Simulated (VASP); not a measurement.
# Tl (Pm-3m) in VASP: a series of runs

The runs below take Tl through single point, relaxation of cell and atoms, with PBEsol+D3(BJ).

All numbers are computed with VASP 6.6.1; they aren't measurements. Logs are shortened: lines on timing, memory, paths and dates and some standing lists are left out, and cuts for length are marked.

## 1. The cell of the first run

It takes space group Pm-3m (No. 221, cubic). Conventional cell: a = 3.086 Å, b = 3.086 Å, c = 3.086 Å, α = 90.00°, β = 90.00°, γ = 90.00°. Tl (site symmetry m-3m) has 6 Tl at 3.09 Å within 4.1 Å.

## 2. Single point, PBEsol+D3(BJ)

Input file INCAR:

```
PREC = Accurate
ENCUT = 520
EDIFF = 1E-6
ISMEAR = 0
SIGMA = 0.1
LREAL = F
LASPH = T
NELM = 100
ALGO = Normal
ISIF = 2
LWAVE = F
LCHARG = F
GGA = PS
IVDW = 12
NBANDS = 12
```

Input file KPOINTS:

```
Automatic mesh
0
Gamma
  8 8 8
```

Input file POSCAR:

```
Tl
1.0
    3.0856025718      0.0000000000      0.0000000000
    0.0000000000      3.0856025718      0.0000000000
    0.0000000000      0.0000000000      3.0856025718
Tl
1
Direct
    0.0000000000      0.0000000000      0.0000000000
```

Potentials or basis: VASP PAW PBE potentials, release 64 (Tl_d).

Started as:

```
$ cat potpaw_PBE.64/Tl_d/POTCAR > POTCAR
$ mpirun -np 1 vasp_std > vasp.out
```

OUTCAR:

```text
PREC = Accurate
   ENCUT = 520
   EDIFF = 1E-6
   ISMEAR = 0
   LREAL = F
   LASPH = T
   NELM = 100
   ISIF = 2
   GGA = PS
   IVDW = 12
 IVDW          = 12

 ion  position               nearest neighbor table
   1  0.000  0.000  0.000-

  LATTYP: Found a simple cubic cell.
 ALAT       =     3.0856025718

  Lattice vectors:

 A1 = (   3.0856025718,   0.0000000000,   0.0000000000)
 A2 = (   0.0000000000,   3.0856025718,   0.0000000000)
 A3 = (   0.0000000000,   0.0000000000,   3.0856025718)

Analysis of symmetry for initial positions (statically):
=====================================================================
 Subroutine PRICEL returns:
 Original cell was already a primitive cell.

 Routine SETGRP: Setting up the symmetry group for a
 simple cubic supercell.

 Subroutine GETGRP returns: Found 48 space group operations
 (whereof 48 operations were pure point group operations)
 out of a pool of 48 trial point group operations.

The static configuration has the point symmetry O_h .

Analysis of symmetry for dynamics (positions and initial velocities):
=====================================================================
 Subroutine PRICEL returns:
 Original cell was already a primitive cell.

 Routine SETGRP: Setting up the symmetry group for a
 simple cubic supercell.

 Subroutine GETGRP returns: Found 48 space group operations
 (whereof 48 operations were pure point group operations)
 out of a pool of 48 trial point group operations.

The dynamic configuration has the point symmetry O_h .

 Subroutine INISYM returns: Found 48 space group operations
 (whereof 48 operations are pure point group operations),
 and found     1 'primitive' translations

----------------------------------------------------------------------------------------

                                     Primitive cell

  volume of cell :      29.3778

  direct lattice vectors                    reciprocal lattice vectors
     3.085602572  0.000000000  0.000000000     0.324085807  0.000000000  0.000000000
     0.000000000  3.085602572  0.000000000     0.000000000  0.324085807  0.000000000
     0.000000000  0.000000000  3.085602572     0.000000000  0.000000000  0.324085807

  length of vectors
     3.085602572  3.085602572  3.085602572     0.324085807  0.324085807  0.324085807

  position of ions in fractional coordinates (direct lattice)
     0.000000000  0.000000000  0.000000000

  ion indices of the primitive-cell ions
   primitive index   ion index
                 1           1

----------------------------------------------------------------------------------------

 KPOINTS: Automatic mesh

Automatic generation of k-mesh.
 Grid dimensions read from file:
 generate k-points for:    8    8    8

 Generating k-lattice:

  Cartesian coordinates                     Fractional coordinates (reciprocal lattice)
     0.040510726  0.000000000  0.000000000     0.125000000  0.000000000  0.000000000
     0.000000000  0.040510726  0.000000000     0.000000000  0.125000000  0.000000000
     0.000000000  0.000000000  0.040510726     0.000000000  0.000000000  0.125000000

  Length of vectors
     0.040510726  0.040510726  0.040510726

  Shift w.r.t. Gamma in fractional coordinates (k-lattice)
     0.000000000  0.000000000  0.000000000

 Subroutine IBZKPT returns following result:
 ===========================================

 Found     35 irreducible k-points:

 Following reciprocal coordinates:
            Coordinates               Weight
  0.000000  0.000000  0.000000      1.000000
  0.125000  0.000000  0.000000      6.000000
  0.250000  0.000000  0.000000      6.000000
  0.375000  0.000000  0.000000      6.000000
  0.500000  0.000000  0.000000      3.000000
  0.125000  0.125000  0.000000     12.000000
[... 16 lines left out ...]
  0.375000  0.375000  0.125000     24.000000
  0.500000  0.375000  0.125000     24.000000
 [... further k-points ...]
   k-points           NKPTS =     35   k-points in BZ     NKDIM =     35   number of bands    NBANDS=     12
   number of dos      NEDOS =    301   number of ions     NIONS =      1
   total plane-waves  NPLWV =  13824
   dimension x,y,z NGX =    24 NGY =   24 NGZ =   24
   dimension x,y,z NGXF=    48 NGYF=   48 NGZF=   48
   ions per type =               1
   NGX,Y,Z   is equivalent  to a cutoff of  12.93, 12.93, 12.93 a.u.
   NGXF,Y,Z  is equivalent  to a cutoff of  25.86, 25.86, 25.86 a.u.
 SYSTEM =  unknown system
   PREC   = accura    normal or accurate (medium, high low for compatibility)
   ISTART =      0    job   : 0-new  1-cont  2-samecut
   ICHARG =      2    charge: 1-file 2-atom 10-const
   ISPIN  =      1    spin polarized calculation?
   LNONCOLLINEAR =      F non collinear calculations
   LSORBIT =      F    spin-orbit coupling
   LASPH  =      T    aspherical Exc in radial PAW
   ENCUT  =  520.0 eV  38.22 Ry    6.18 a.u.   5.74  5.74  5.74*2*pi/ulx,y,z
   NELM   =    100;   NELMIN=  2; NELMDL= -5     # of ELM steps
   EDIFF  = 0.1E-05   stopping-criterion for ELM
   LREAL  =      F    real-space projection
   EDIFFG = 0.1E-04   stopping-criterion for IOM
   NSW    =      0    number of steps for IOM
   IBRION =     -1    ionic relax: 0-MD 1-quasi-New 2-CG
   NFREE  =      0    steps in history (QN), initial steepest desc. (CG)
   ISIF   =      2    stress and relaxation
   ISYM   =      2    0-nonsym 1-usesym 2-fastsym
   POTIM  = 0.5000    time-step for ionic-motion
   TEBEG  =    0.0;   TEEND  =   0.0 temperature during run
   PSTRESS=    0.0 pullay stress
   NELECT =      13.0000    total number of electrons
   NUPDOWN=      -1.0000    fix difference up-down
   EMIN   =  10.00;   EMAX   =-10.00  energy-range for DOS
   EFERMI =   0.00;   METHOD = LEGACY
   ISMEAR =     0;   SIGMA  =   0.10  broadening in eV -4-tet -1-fermi 0-gaus
   EFERMI_NEDOS =   21; number of points for ismear=-14 and -15
   IALGO  =     38    algorithm
   IMIX   =      4    mixing-type and parameters
     AMIX     =   0.40;   BMIX     =  1.00
     AMIX_MAG =   1.60;   BMIX_MAG =  1.00
  volume/ion in A,a.u.               =      29.38       198.25
  Fermi-wavevector in a.u.,A,eV,Ry     =   1.247525  2.357481 21.175004  1.556319
  Thomas-Fermi vector in A             =   2.381653
   LORBIT       =      0    0 simple, 1 ext, 2 COOP (PROOUT), +10 PAW based schemes
   GGA     = PS    functional components
   LHFCALC =     F    Hartree Fock is set to
   AEXX    =    0.0000 exact exchange contribution
   IVDW    =    12    specifies the selected vdW correction
   LEPSILON=     F    determine dielectric tensor
   LRPA    =     F    only Hartree local field effects (RPA)
 non-spin polarized calculation
 Gauss-broadening in eV      SIGMA  =   0.10
  energy-cutoff  :      520.00
  volume of cell :       29.38
 maximum number of plane-waves:       840
 NGX is ok and might be reduce to    24
   NGX = 11   NGY = 11   NGZ = 11

 number of electron      12.9999997 magnetization

 Free energy of the ion-electron system (eV)
  ---------------------------------------------------
  ext. energy  EPLUGINS =         0.00000000
  ---------------------------------------------------
  free energy    TOTEN  =        -2.48905303 eV

  energy without entropy =       -2.48680152  energy(sigma->0) =       -2.48792728

 E-fermi :   5.9873     XC(G=0): -10.1528

 val. band max:        5.8462817467   @ k =   0.3750   0.2500   0.1250
 cond. band min:       6.0654395739   @ k =   0.5000   0.3750   0.2500
 fundamental gap:      0.2191578272
 Fermi energy:         5.9873160379

 k-point     1 :       0.0000    0.0000    0.0000
  band No.  band energies     occupation
      1      -6.2583      2.00000
      2      -6.2583      2.00000
      3      -4.9845      2.00000
      4      -4.9845      2.00000
      5      -4.9845      2.00000
      6      -4.0712      2.00000
      7      13.3174      0.00000
      8      13.3174      0.00000
      9      13.3174      0.00000
     10      16.4748      0.00000
     11      18.1172      0.00000
     12      18.1172      0.00000

 k-point     2 :       0.1250    0.0000    0.0000
  band No.  band energies     occupation
      1      -6.2453      2.00000
      2      -6.1435      2.00000
      3      -5.0408      2.00000
      4      -5.0408      2.00000
      5      -4.9799      2.00000
      6      -3.7976      2.00000
      7      10.8856      0.00000
      8      13.6539      0.00000
      9      13.6539      0.00000
     10      17.1243      0.00000
     11      18.1194      0.00000
     12      20.3268      0.00000

 k-point     3 :       0.2500    0.0000    0.0000
  band No.  band energies     occupation
      1      -6.2135      2.00000
      2      -5.9021      2.00000
      3      -5.1733      2.00000
      4      -5.1733      2.00000
      5      -4.9685      2.00000
      6      -2.9251      2.00000
      7       7.5063      0.00000
      8      14.5761      0.00000
      9      14.5761      0.00000
     10      17.5436      0.00000
     11      18.1239      0.00000
     12      23.6279      0.00000

 k-point     4 :       0.3750    0.0000    0.0000
  band No.  band energies     occupation
      1      -6.1815      2.00000
      2      -5.7025      2.00000
      3      -5.3017      2.00000
      4      -5.3017      2.00000
      5      -4.9570      2.00000
      6      -1.4774      2.00000
      7       4.4783      2.00000
      8      15.7788      0.00000
      9      15.7788      0.00000
     10      18.0665      0.00000
     11      18.1270      0.00000
     12      22.2061      0.00000

 k-point     5 :       0.5000    0.0000    0.0000
  band No.  band energies     occupation
      1      -6.1682      2.00000
      2      -5.6289      2.00000
      3      -5.3537      2.00000
      4      -5.3537      2.00000
      5      -4.9523      2.00000
      6      -0.2981      2.00000
      7       2.7688      2.00000
      8      16.4607      0.00000
      9      16.4607      0.00000
     10      18.1277      0.00000
     11      18.4260      0.00000
     12      21.2118      0.00000
[... 228 lines left out ...]
      1      -5.8270      2.00000
      2      -5.5951      2.00000
      3      -5.3629      2.00000
      4      -5.2738      2.00000
      5      -5.1866      2.00000
      6      -0.2997      2.00000
      7       5.8463      1.95391
      8      10.0680      0.00000
      9      14.3532      0.00000
     10      15.4115      0.00000
     11      18.7076      0.00000
     12      22.0554      0.00000

 k-point    22 :       0.5000    0.2500    0.1250
  band No.  band energies     occupation
      1      -5.8077      2.00000
      2      -5.6614      2.00000
      3      -5.4172      2.00000
      4      -5.2208      2.00000
      5      -5.1213      2.00000
      6       0.7603      2.00000
      7       4.2029      2.00000
      8      10.8805      0.00000
      9      14.0910      0.00000
     10      15.3745      0.00000
     11      17.4216      0.00000
     12      22.8969      0.00000

 k-point    23 :       0.3750    0.3750    0.1250
  band No.  band energies     occupation
      1      -5.7881      2.00000
      2      -5.7415      2.00000
      3      -5.3458      2.00000
      4      -5.3385      2.00000
      5      -4.9114      2.00000
      6       0.9383      2.00000
      7       6.6533      0.00000
      8       7.2647      0.00000
      9      13.0484      0.00000
     10      15.6846      0.00000
     11      19.7541      0.00000
     12      19.9023      0.00000

 k-point    24 :       0.5000    0.3750    0.1250
  band No.  band energies     occupation
      1      -5.8610      2.00000
      2      -5.7184      2.00000
      3      -5.3956      2.00000
      4      -5.3336      2.00000
      5      -4.7688      2.00000
      6       1.9695      2.00000
      7       5.2452      2.00000
      8       7.6575      0.00000
      9      11.9904      0.00000
     10      16.7147      0.00000
     11      18.4440      0.00000
     12      20.8017      0.00000

 [... further k-points ...]

------------------------ aborting loop because EDIFF is reached ----------------------------------------

 Edisp (eV)   -0.37107

 E8    (eV) :    -0.2762

  FORCE on cell =-STRESS in cart. coord.  units (eV):
  Direction    XX          YY          ZZ          XY          YZ          ZX
  --------------------------------------------------------------------------------------
  -------------------------------------------------------------------------------------
  Total      -0.01716    -0.01716    -0.01716     0.00000     0.00000    -0.00000
  in kB      -0.93586    -0.93586    -0.93586     0.00000     0.00000    -0.00000
  external pressure =       -0.94 kB  Pullay stress =        0.00 kB

 VOLUME and BASIS-vectors are now :
 -----------------------------------------------------------------------------
  energy-cutoff  :      520.00
  volume of cell :       29.38
      direct lattice vectors                 reciprocal lattice vectors
     3.085602572  0.000000000  0.000000000     0.324085807  0.000000000  0.000000000
     0.000000000  3.085602572  0.000000000     0.000000000  0.324085807  0.000000000
     0.000000000  0.000000000  3.085602572     0.000000000  0.000000000  0.324085807

 POSITION                                       TOTAL-FORCE (eV/Angst)
 -----------------------------------------------------------------------------------
      0.00000      0.00000      0.00000         0.000000      0.000000      0.000000
 -----------------------------------------------------------------------------------
    total drift:                                0.000000     -0.000000      0.000000

  FREE ENERGIE OF THE ION-ELECTRON SYSTEM (eV)
  ---------------------------------------------------
  free  energy   TOTEN  =        -2.8601234534 eV

  energy  without entropy=       -2.8578719489  energy(sigma->0) =       -2.85899770
```

Run time: 3 s. Hardware: 1 thread of Intel Xeon 6975P-C (Granite Rapids), shared host; peak memory 0.15 GiB.

What came out:

```
Free energy                : -2.8601 eV
Pressure                   : -0.1 GPa
Dispersion energy per atom : -0.371 eV
```

Levels at points of the mesh, in eV from the Fermi level:
```csv
k point,band 3,band 4,band 5,band 6,band 7,band 8,band 9,band 10
"(0.00, 0.00, 0.00)",-10.97,-10.97,-10.97,-10.06,7.33,7.33,7.33,10.49
"(0.50, 0.00, 0.00)",-11.34,-11.34,-10.94,-6.29,-3.22,10.47,10.47,12.14
"(0.50, 0.50, 0.00)",-11.29,-11.29,-10.60,-3.09,-0.48,-0.48,4.91,14.37
"(0.50, 0.50, 0.50)",-11.83,-10.58,-10.58,0.28,2.24,2.24,2.24,7.19
```

Caveat: the PAW data sets were made with another functional, which shifts forces and pressure a little; spin-orbit coupling is left out, which moves the levels of the heavy elements; pairwise dispersion overbinds metals, which lowers pressure and volume.

## 3. Relaxation of cell and atoms, PBEsol+D3(BJ)

This run uses another cell than the first one, of 31.55 Å³/atom, 1.074 times its volume.

Input file INCAR:

```
SYSTEM = Tl
PREC = Accurate ; ENCUT = 600
EDIFF = 1E-6 ; ISMEAR = 0
SIGMA = 0.1 ; LREAL = .False.
LASPH = .True. ; NELM = 100
ALGO = Normal ; ISIF = 3
LWAVE = .False. ; LCHARG = .False.
GGA = PS ; IVDW = 12
IBRION = 2 ; NSW = 80
EDIFFG = -0.02
```

Input file KPOINTS:

```
regular mesh
0
Gamma
  8 8 8
  0 0 0
```

Input file POSCAR:

```
Tl
1.0
    3.1600000000      0.0000000000      0.0000000000
    0.0000000000      3.1600000000      0.0000000000
    0.0000000000      0.0000000000      3.1600000000
Tl
1
Direct
    0.0000000000      0.0000000000      0.0000000000
```

Potentials or basis: VASP PAW PBE potentials, release 64 (Tl_d).

Started as:

```
$ cat potpaw_PBE.64/Tl_d/POTCAR > POTCAR
$ mpirun -np 1 vasp_std > vasp.out
```

It took 10 s on 1 thread of Intel Xeon 6975P-C (Granite Rapids), shared host; peak memory 0.17 GiB.

It converged, with:

```
Free energy                            : -2.8604 eV
Relaxed volume                         : 29.33 Å³/atom
Relaxed cell                           : a = 3.084 Å, b = 3.084 Å, c = 3.084 Å, α = 90.00°, β = 90.00°, γ = 90.00°
Space group after relaxing (to 0.05 Å) : Pm-3m (No. 221)
Energy gained by relaxing              : 15.5 meV/atom
Ionic steps                            : 3
Pressure after relaxing                : 0.0 GPa
Dispersion energy per atom             : -0.372 eV
```

Step by step:
| step | energy change (eV) | largest force (eV/Å) | pressure (GPa) | volume (Å³) |
| --- | --- | --- | --- | --- |
| 1 | 0.0000 | 0.0000 | -2.11 | 31.55 |
| 2 | -0.0150 | 0.0000 | -0.41 | 29.70 |
| 3 | -0.0155 | 0.0000 | 0.05 | 29.33 |

Final structure:
```cif
data_structure
_symmetry_space_group_name_H-M 'P 1'
_symmetry_Int_Tables_number 1
_cell_length_a 3.0839
_cell_length_b 3.0839
_cell_length_c 3.0839
_cell_angle_alpha 90.000
_cell_angle_beta 90.000
_cell_angle_gamma 90.000
_cell_volume 29.33
loop_
_atom_site_label
_atom_site_type_symbol
_atom_site_fract_x
_atom_site_fract_y
_atom_site_fract_z
_atom_site_occupancy
Tl1 Tl 0.00000 0.00000 0.00000 1
```

Levels at points of the mesh, in eV from the Fermi level:
| k point | band 3 | band 4 | band 5 | band 6 | band 7 | band 8 | band 9 | band 10 |
| --- | --- | --- | --- | --- | --- | --- | --- | --- |
| (0.00, 0.00, 0.00) | -10.97 | -10.97 | -10.97 | -10.07 | 7.34 | 7.34 | 7.34 | 10.50 |
| (0.50, 0.00, 0.00) | -11.34 | -11.34 | -10.94 | -6.28 | -3.22 | 10.49 | 10.49 | 12.14 |
| (0.50, 0.50, 0.00) | -11.29 | -11.29 | -10.60 | -3.09 | -0.48 | -0.48 | 4.92 | 14.39 |
| (0.50, 0.50, 0.50) | -11.83 | -10.57 | -10.57 | 0.29 | 2.24 | 2.24 | 2.24 | 7.19 |

Caveat: the PAW data sets were made with another functional, which shifts forces and pressure a little; spin-orbit coupling is left out, which moves the levels of the heavy elements; pairwise dispersion overbinds metals, which lowers pressure and volume.

## 4. Relaxation of cell and atoms, PBEsol+D3(BJ), target pressure 15 GPa, at which the enthalpy is minimised

This run uses another cell than the first one, of 31.55 Å³/atom, 1.074 times its volume.

Input file INCAR:

```
SYSTEM = Tl
  PREC = Accurate
  ENCUT = 600
  EDIFF = 1E-6
  ISMEAR = 0
  SIGMA = 0.1
  LREAL = .FALSE.
  LASPH = .TRUE.
  NELM = 80
  ALGO = Normal
  ISIF = 3
  LWAVE = .FALSE.
  LCHARG = .FALSE.
  GGA = PS
  IVDW = 12
  IBRION = 2
  NSW = 80
  EDIFFG = -0.02
  PSTRESS = 150.0
```

Input file KPOINTS:

```
regular mesh
0
G
  8 8 8
  0 0 0
```

POSCAR is that of step 3.

Started as:

```
$ cat potpaw_PBE.64/Tl_d/POTCAR > POTCAR
$ mpirun -np 1 vasp_std > vasp.out
```

Run time: 19 s. Hardware: 1 thread of Intel Xeon 6975P-C (Granite Rapids), shared host; peak memory 0.17 GiB.

The run converged. Its results:

| Property | Result |
| --- | --- |
| Free energy | -2.6342 eV |
| Relaxed volume | 23.45 Å³/atom |
| Relaxed cell | a = 2.862 Å, b = 2.862 Å, c = 2.862 Å, α = 90.00°, β = 90.00°, γ = 90.00° |
| Space group after relaxing (to 0.05 Å) | Pm-3m (No. 221) |
| Energy change on relaxing (the enthalpy is what falls) | +210.7 meV/atom |
| Ionic steps | 5 |
| Pressure after relaxing | 15.1 GPa |
| Dispersion energy per atom | -0.468 eV |

Step by step:
| step | energy change (eV) | largest force (eV/Å) | pressure (GPa) | volume (Å³) |
| --- | --- | --- | --- | --- |
| 1 | 0.0000 | 0.0000 | -2.11 | 31.55 |
| 2 | 1.2468 | 0.0000 | 61.16 | 18.53 |
| 3 | 0.1723 | 0.0000 | 13.09 | 23.88 |
| 4 | 0.1974 | 0.0000 | 14.42 | 23.59 |
| 5 | 0.2107 | 0.0000 | 15.11 | 23.45 |

Final structure:
```cif
data_structure
_symmetry_space_group_name_H-M 'P 1'
_symmetry_Int_Tables_number 1
_cell_length_a 2.8622
_cell_length_b 2.8622
_cell_length_c 2.8622
_cell_angle_alpha 90.000
_cell_angle_beta 90.000
_cell_angle_gamma 90.000
_cell_volume 23.45
loop_
_atom_site_label
_atom_site_type_symbol
_atom_site_fract_x
_atom_site_fract_y
_atom_site_fract_z
_atom_site_occupancy
Tl1 Tl 0.00000 0.00000 0.00000 1
```

Levels at points of the mesh, in eV from the Fermi level:
```csv
k point,band 2,band 3,band 4,band 5,band 6,band 7,band 8,band 9,band 10
"(0.00, 0.00, 0.00)",-13.06,-11.68,-10.95,-10.95,-10.95,8.43,8.43,8.43,12.57
"(0.50, 0.00, 0.00)",-12.28,-11.59,-11.59,-10.90,-6.18,-4.24,12.52,12.52,12.60
"(0.50, 0.50, 0.00)",-12.48,-11.49,-11.49,-10.36,-2.00,-0.82,-0.82,5.46,15.81
"(0.50, 0.50, 0.50)",-12.45,-12.45,-10.32,-10.32,2.66,2.66,2.66,2.67,7.06
```

Caveat: the cell is relaxed towards a set pressure, so the enthalpy falls and the energy may rise; the volume moved by over 15 % at a fixed basis, so the end points are rough; the PAW data sets were made with another functional, which shifts forces and pressure a little; spin-orbit coupling is left out, which moves the levels of the heavy elements; pairwise dispersion overbinds metals, which lowers pressure and volume.

[end of part 1 of 2]
